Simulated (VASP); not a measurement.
# Be (Fm-3m) in VASP: further runs

Be is run at these levels: LDA; tasks: single point.

Program: VASP 6.6.1. These are calculated values, not measurements. Logs are shortened: lines on timing, memory, paths and dates and some standing lists are left out, and cuts for length are marked.

## (1) The cell of the first run

It takes space group Fm-3m (No. 225, cubic). Conventional cell: a = 3.066 Å, b = 3.066 Å, c = 3.066 Å, α = 90.00°, β = 90.00°, γ = 90.00°. Be (site symmetry m-3m) has 12 Be at 2.17 Å within 2.9 Å.

This isn't the form of Be at room conditions, which is hcp.

## (2) Single point, LDA (7.20 Å³/atom)

Contents of INCAR:

```
SYSTEM = Be
PREC = Accurate
ENCUT = 600
EDIFF = 1E-6
ISMEAR = -1
SIGMA = 0.1
LREAL = .False.
LASPH = .True.
NELM = 120
ALGO = Normal
ISIF = 2
LWAVE = .False.
LCHARG = .False.
NBANDS = 7
GGA_COMPAT = .False.
```

Contents of KPOINTS:

```
Automatic mesh
0
Gamma
  19 19 19
  0 0 0
```

Contents of POSCAR:

```
Be
1.0
    0.0000000000      1.5327512631      1.5327512631
    1.5327512631      0.0000000000      1.5327512631
    1.5327512631      1.5327512631      0.0000000000
Be
1
Direct
    0.0000000000      0.0000000000      0.0000000000
```

Potentials or basis: VASP PAW LDA potentials, release 64 (Be).

Started as:

```
$ cat potpaw_LDA.64/Be/POTCAR > POTCAR
$ mpirun -np 1 vasp_std > vasp.out
```

OUTCAR:

```text
SYSTEM = Be
   PREC = Accurate
   ENCUT = 600
   EDIFF = 1E-6
   ISMEAR = -1
   LREAL = .False.
   LASPH = .True.
   NELM = 120
   ISIF = 2

 ion  position               nearest neighbor table
   1  0.000  0.000  0.000-

  LATTYP: Found a face centered cubic cell.
 ALAT       =     3.0655025262

  Lattice vectors:

 A1 = (   0.0000000000,   1.5327512631,   1.5327512631)
 A2 = (   1.5327512631,   0.0000000000,   1.5327512631)
 A3 = (   1.5327512631,   1.5327512631,   0.0000000000)

Analysis of symmetry for initial positions (statically):
=====================================================================
 Subroutine PRICEL returns:
 Original cell was already a primitive cell.

 Routine SETGRP: Setting up the symmetry group for a
 face centered cubic supercell.

 Subroutine GETGRP returns: Found 48 space group operations
 (whereof 48 operations were pure point group operations)
 out of a pool of 48 trial point group operations.

The static configuration has the point symmetry O_h .

Analysis of symmetry for dynamics (positions and initial velocities):
=====================================================================
 Subroutine PRICEL returns:
 Original cell was already a primitive cell.

 Routine SETGRP: Setting up the symmetry group for a
 face centered cubic supercell.

 Subroutine GETGRP returns: Found 48 space group operations
 (whereof 48 operations were pure point group operations)
 out of a pool of 48 trial point group operations.

The dynamic configuration has the point symmetry O_h .

 Subroutine INISYM returns: Found 48 space group operations
 (whereof 48 operations are pure point group operations),
 and found     1 'primitive' translations

----------------------------------------------------------------------------------------

                                     Primitive cell

  volume of cell :       7.2019

  direct lattice vectors                    reciprocal lattice vectors
     0.000000000  1.532751263  1.532751263    -0.326210790  0.326210790  0.326210790
     1.532751263  0.000000000  1.532751263     0.326210790 -0.326210790  0.326210790
     1.532751263  1.532751263  0.000000000     0.326210790  0.326210790 -0.326210790

  length of vectors
     2.167637624  2.167637624  2.167637624     0.565013662  0.565013662  0.565013662

  position of ions in fractional coordinates (direct lattice)
     0.000000000  0.000000000  0.000000000

  ion indices of the primitive-cell ions
   primitive index   ion index
[... 73 lines left out ...]
   EDIFF  = 0.1E-05   stopping-criterion for ELM
   LREAL  =      F    real-space projection
   EDIFFG = 0.1E-04   stopping-criterion for IOM
   NSW    =      0    number of steps for IOM
   IBRION =     -1    ionic relax: 0-MD 1-quasi-New 2-CG
   NFREE  =      0    steps in history (QN), initial steepest desc. (CG)
   ISIF   =      2    stress and relaxation
   ISYM   =      2    0-nonsym 1-usesym 2-fastsym
   POTIM  = 0.5000    time-step for ionic-motion
   TEBEG  =    0.0;   TEEND  =   0.0 temperature during run
   PSTRESS=    0.0 pullay stress
   NELECT =       2.0000    total number of electrons
   NUPDOWN=      -1.0000    fix difference up-down
   EMIN   =  10.00;   EMAX   =-10.00  energy-range for DOS
   EFERMI =   0.00;   METHOD = LEGACY
   ISMEAR =    -1;   SIGMA  =   0.10  broadening in eV -4-tet -1-fermi 0-gaus
   EFERMI_NEDOS =   21; number of points for ismear=-14 and -15
   IALGO  =     38    algorithm
   IMIX   =      4    mixing-type and parameters
     AMIX     =   0.40;   BMIX     =  1.00
     AMIX_MAG =   1.60;   BMIX_MAG =  1.00
  volume/ion in A,a.u.               =       7.20        48.60
  Fermi-wavevector in a.u.,A,eV,Ry     =   1.068078  2.018376 15.521411  1.140792
  Thomas-Fermi vector in A             =   2.203715
   LORBIT       =      0    0 simple, 1 ext, 2 COOP (PROOUT), +10 PAW based schemes
   GGA     = CA    functional components
   LHFCALC =     F    Hartree Fock is set to
   AEXX    =    0.0000 exact exchange contribution
   IVDW    =     0    specifies the selected vdW correction
   LEPSILON=     F    determine dielectric tensor
   LRPA    =     F    only Hartree local field effects (RPA)
 non-spin polarized calculation
  energy-cutoff  :      600.00
  volume of cell :        7.20
 maximum number of plane-waves:       259
 NGX is ok and might be reduce to    18
   NGX =  9   NGY =  9   NGZ =  9

 number of electron       2.0000000 magnetization

 Free energy of the ion-electron system (eV)
  ---------------------------------------------------
  ext. energy  EPLUGINS =         0.00000000
  ---------------------------------------------------
  free energy    TOTEN  =        -4.12923801 eV

  energy without entropy =       -4.12732815  energy(sigma->0) =       -4.12828308

 E-fermi :   8.1673     XC(G=0): -10.9366

 val. band max:        8.0595760452   @ k =  -0.3684   0.3684   0.0000
 cond. band min:       8.3367951962   @ k =  -0.3684   0.3158   0.0000
 fundamental gap:      0.2772191510
 Fermi energy:         8.1673215399

 k-point     1 :       0.0000    0.0000    0.0000
  band No.  band energies     occupation
      1      -4.1620      2.00000
      2      28.5980      0.00000
      3      28.5980      0.00000
      4      28.5980      0.00000
      5      38.9173      0.00000
      6      38.9173      0.00000
      7      38.9173      0.00000
[... 221 lines left out ...]
 k-point    24 :      -0.2632    0.0526    0.0000
  band No.  band energies     occupation
      1      -1.4460      2.00000
      2      16.2717      0.00000
      3      24.9443      0.00000
      4      27.0597      0.00000
      5      37.2804      0.00000
      6      38.3330      0.00000
      7      39.9096      0.00000

 [... further k-points ...]

------------------------ aborting loop because EDIFF is reached ----------------------------------------

  FORCE on cell =-STRESS in cart. coord.  units (eV):
  Direction    XX          YY          ZZ          XY          YZ          ZX
  --------------------------------------------------------------------------------------
  -------------------------------------------------------------------------------------
  Total        0.2808456      0.2808456      0.2808456      0.0000000      0.0000000      0.0000000
  in kB       62.4788627     62.4788627     62.4788627      0.0000000      0.0000000      0.0000000
  external PRESSURE =      62.4788627 kB  Pullay stress =       0.0000000 kB

 VOLUME and BASIS-vectors are now :
 -----------------------------------------------------------------------------
  energy-cutoff  :      600.00
  volume of cell :        7.20
      direct lattice vectors                 reciprocal lattice vectors
     0.000000000  1.532751263  1.532751263    -0.326210790  0.326210790  0.326210790
     1.532751263  0.000000000  1.532751263     0.326210790 -0.326210790  0.326210790
     1.532751263  1.532751263  0.000000000     0.326210790  0.326210790 -0.326210790

 POSITION                                       TOTAL-FORCE (eV/Angst)
 -----------------------------------------------------------------------------------
      0.00000      0.00000      0.00000        -0.000000      0.000000      0.000000
 -----------------------------------------------------------------------------------
    total drift:                               -0.000000     -0.000000     -0.000000

  FREE ENERGIE OF THE ION-ELECTRON SYSTEM (eV)
  ---------------------------------------------------
  free  energy   TOTEN  =        -4.1292380134 eV

  energy  without entropy=       -4.1273281533  energy(sigma->0) =       -4.12828308
```

stdout:

```text
POSCAR found type information on POSCAR Be
 POSCAR found :  1 types and       1 ions
 scaLAPACK will be used
 LDA part: xc-table for (Slater(with rela. corr.)+CA(PZ))
 , standard interpolation
 POSCAR, INCAR and KPOINTS ok, starting setup
 FFT: planning ... GRIDC
 FFT: planning ... GRID_SOFT
 FFT: planning ... GRID
 WAVECAR not read
 entering main loop
```

It took 16 s on 1 thread of Intel Xeon 8259CL, shared host; peak memory 0.12 GiB.

What came out:

```yaml
Free_energy: -4.1292 eV
Pressure: 6.2 GPa
Band_gap_on_the_k_mesh: zero (bands 1 and 2 overlap by 0.62 eV)
```

Caveat: the cell stands under pressure.

## (3) Single point, LDA (7.50 Å³/atom)

This run uses another cell than the first one, of 7.50 Å³/atom.

Contents of INCAR:

```
ALGO = Normal
EDIFF = 1E-6
ENCUT = 600
GGA = CA
GGA_COMPAT = False
ISIF = 2
ISMEAR = -1
LASPH = True
LCHARG = False
LREAL = False
LWAVE = False
NBANDS = 7
NELM = 120
PREC = Accurate
SIGMA = 0.1
```

Contents of KPOINTS:

```
k-points
0
Gamma
  19 19 19
```

Contents of POSCAR:

```
Be
1.0
    0.0000000000      1.5537504652      1.5537504652
    1.5537504652      0.0000000000      1.5537504652
    1.5537504652      1.5537504652      0.0000000000
Be
1
Direct
    0.0000000000      0.0000000000      0.0000000000
```

Potentials or basis: VASP PAW LDA potentials, release 64 (Be).

Started as:

```
$ cat potpaw_LDA.64/Be/POTCAR > POTCAR
$ mpirun -np 1 vasp_std > vasp.out
```

OUTCAR:

```text
EDIFF = 1E-6
   ENCUT = 600
   GGA = CA
   ISIF = 2
   ISMEAR = -1
   LASPH = True
   LREAL = False
   NELM = 120
   PREC = Accurate

 ion  position               nearest neighbor table
   1  0.000  0.000  0.000-

  LATTYP: Found a face centered cubic cell.
 ALAT       =     3.1075009304

  Lattice vectors:

 A1 = (   0.0000000000,   1.5537504652,   1.5537504652)
 A2 = (   1.5537504652,   0.0000000000,   1.5537504652)
 A3 = (   1.5537504652,   1.5537504652,   0.0000000000)

[... 416 lines left out ...]
      6      37.2169      0.00000
      7      38.6396      0.00000

 [... further k-points ...]

------------------------ aborting loop because EDIFF is reached ----------------------------------------

  FORCE on cell =-STRESS in cart. coord.  units (eV):
  Direction    XX          YY          ZZ          XY          YZ          ZX
  --------------------------------------------------------------------------------------
  -------------------------------------------------------------------------------------
  Total        0.0230032      0.0230032      0.0230032      0.0000000      0.0000000      0.0000000
  in kB        4.9127605      4.9127605      4.9127605      0.0000000      0.0000000      0.0000000
  external PRESSURE =       4.9127605 kB  Pullay stress =       0.0000000 kB

 VOLUME and BASIS-vectors are now :
 -----------------------------------------------------------------------------
  energy-cutoff  :      600.00
  volume of cell :        7.50
      direct lattice vectors                 reciprocal lattice vectors
     0.000000000  1.553750465  1.553750465    -0.321801995  0.321801995  0.321801995
     1.553750465  0.000000000  1.553750465     0.321801995 -0.321801995  0.321801995
     1.553750465  1.553750465  0.000000000     0.321801995  0.321801995 -0.321801995

 POSITION                                       TOTAL-FORCE (eV/Angst)
 -----------------------------------------------------------------------------------
      0.00000      0.00000      0.00000        -0.000000     -0.000000     -0.000000
 -----------------------------------------------------------------------------------
    total drift:                               -0.000000      0.000000     -0.000000

  FREE ENERGIE OF THE ION-ELECTRON SYSTEM (eV)
  ---------------------------------------------------
  free  energy   TOTEN  =        -4.1353896021 eV

  energy  without entropy=       -4.1331498850  energy(sigma->0) =       -4.13426974
```

OSZICAR:

```text
N       E                     dE             d eps       ncg     rms          rms(c)
DAV:   1    -0.287645721935E+01   -0.28765E+01   -0.12671E+03  3318   0.272E+02
DAV:   2    -0.415951098466E+01   -0.12831E+01   -0.11876E+01  4284   0.242E+01
DAV:   3    -0.416163388626E+01   -0.21229E-02   -0.21228E-02  3584   0.924E-01
DAV:   4    -0.416163403673E+01   -0.15047E-06   -0.15025E-06  4809   0.858E-03
DAV:   5    -0.416163403739E+01   -0.66030E-09   -0.26616E-11  3563   0.161E-05    0.830E-01
DAV:   6    -0.414353326653E+01    0.18101E-01   -0.88299E-04  3514   0.204E-01    0.502E-01
DAV:   7    -0.413539178252E+01    0.81415E-02   -0.12252E-03  3577   0.246E-01    0.193E-02
DAV:   8    -0.413539006288E+01    0.17196E-05   -0.14820E-06  3836   0.936E-03    0.322E-03
DAV:   9    -0.413538960212E+01    0.46075E-06   -0.23747E-07  3535   0.340E-03
   1 F= -.41353896E+01 E0= -.41342697E+01  d E =-.223972E-02
```

stdout:

```text
POSCAR found type information on POSCAR Be
 POSCAR found :  1 types and       1 ions
 scaLAPACK will be used
 LDA part: xc-table for (Slater(with rela. corr.)+CA(PZ))
 , standard interpolation
 POSCAR, INCAR and KPOINTS ok, starting setup
 FFT: planning ... GRIDC
 FFT: planning ... GRID_SOFT
 FFT: planning ... GRID
 WAVECAR not read
 entering main loop
```

Wall time 18 s (1 thread of Intel Xeon 8259CL, shared host); peak memory 0.12 GiB.

What came out:

```
Free energy            : -4.1354 eV
Pressure               : 0.5 GPa
Band gap on the k mesh : zero (bands 1 and 2 overlap by 0.60 eV)
```

## (4) Single point, LDA (7.80 Å³/atom)

This run uses another cell than the first one, of 7.80 Å³/atom.

Contents of INCAR:

```
SYSTEM = Be
PREC = Accurate
ENCUT = 600
EDIFF = 1E-6
ISMEAR = -1
SIGMA = 0.1
LREAL = .FALSE.
LASPH = .TRUE.
NELM = 120
ALGO = Normal
ISIF = 2
LWAVE = .FALSE.
LCHARG = .FALSE.
GGA = CA
NBANDS = 7
GGA_COMPAT = .FALSE.
```

Contents of KPOINTS:

```
Automatic mesh
0
G
  19 19 19
  0 0 0
```

Contents of POSCAR:

```
Be
1.0
    0.0000000000      1.5741968950      1.5741968950
    1.5741968950      0.0000000000      1.5741968950
    1.5741968950      1.5741968950      0.0000000000
Be
1
Direct
    0.0000000000      0.0000000000      0.0000000000
```

Started as:

```
$ cat potpaw_LDA.64/Be/POTCAR > POTCAR
$ mpirun -np 1 vasp_std > vasp.out
```

It took 17 s on 1 thread of Intel Xeon 8259CL, shared host; peak memory 0.12 GiB.

Results (log left out):

* Free energy: -4.1317 eV
* Pressure: -4.3 GPa
* Band gap on the k mesh: zero (bands 1 and 2 overlap by 0.57 eV)

Levels at points of the mesh, in eV from the Fermi level:
| k point | band 1 | band 2 | band 3 | band 4 | band 5 | band 6 |
| --- | --- | --- | --- | --- | --- | --- |
| (0.00, 0.00, 0.00) | -11.81 | 19.21 | 19.21 | 19.21 | 29.30 | 29.30 |

Caveat: the cell stands under tension.

## (5) Single point, LDA (8.10 Å³/atom)

This run uses another cell than the first one, of 8.10 Å³/atom.

Contents of INCAR:

```
SYSTEM = Be
  ALGO = Normal
  EDIFF = 1E-6
  ENCUT = 600
  GGA = CA
  GGA_COMPAT = .False.
  ISIF = 2
  ISMEAR = -1
  LASPH = .True.
  LCHARG = .False.
  LREAL = .False.
  LWAVE = .False.
  NBANDS = 7
  NELM = 120
  PREC = Accurate
  SIGMA = 0.1
```

Contents of KPOINTS:

```
k-points
0
Gamma
  19 19 19
  0 0 0
```

Contents of POSCAR:

```
Be
1.0
    0.0000000000      1.5941255536      1.5941255536
    1.5941255536      0.0000000000      1.5941255536
    1.5941255536      1.5941255536      0.0000000000
Be
1
Direct
    0.0000000000      0.0000000000      0.0000000000
```

Started as:

```
$ cat potpaw_LDA.64/Be/POTCAR > POTCAR
$ mpirun -np 1 vasp_std > vasp.out
```

It took 17 s on 1 thread of Intel Xeon 8259CL, shared host; peak memory 0.12 GiB.

It converged, with:

```
Free energy            : -4.1197 eV
Pressure               : -8.4 GPa
Band gap on the k mesh : zero (bands 1 and 2 overlap by 0.55 eV)
```

Levels at points of the mesh, in eV from the Fermi level:
```tsv
k point	band 1	band 2	band 3	band 4
(0.00, 0.00, 0.00)	-11.54	18.68	18.68	18.68
```

Caveat: the cell stands under tension.

## (6) The runs side by side

| cell | gap on the mesh (eV) | pressure (GPa) |
| --- | --- | --- |
| a = 2.168 Å, angles 60.0°, 1 atom | none | 6.2 |
| a = 2.197 Å, angles 60.0°, 1 atom | none | 0.5 |
| a = 2.226 Å, angles 60.0°, 1 atom | none | -4.3 |
| a = 2.254 Å, angles 60.0°, 1 atom | none | -8.4 |

Alike in all rows: task single point; level LDA; potentials or basis VASP PAW LDA potentials, release 64 (Be); no spin polarisation; k mesh 19 × 19 × 19; cutoff (eV) 600; smearing fermi-dirac 0.1 eV.

Caveats: the cell stands under tension (at least some runs); the cell stands under pressure (at least some runs).

Total energies depend on the potentials used, so only differences within one code and one set of settings carry meaning.
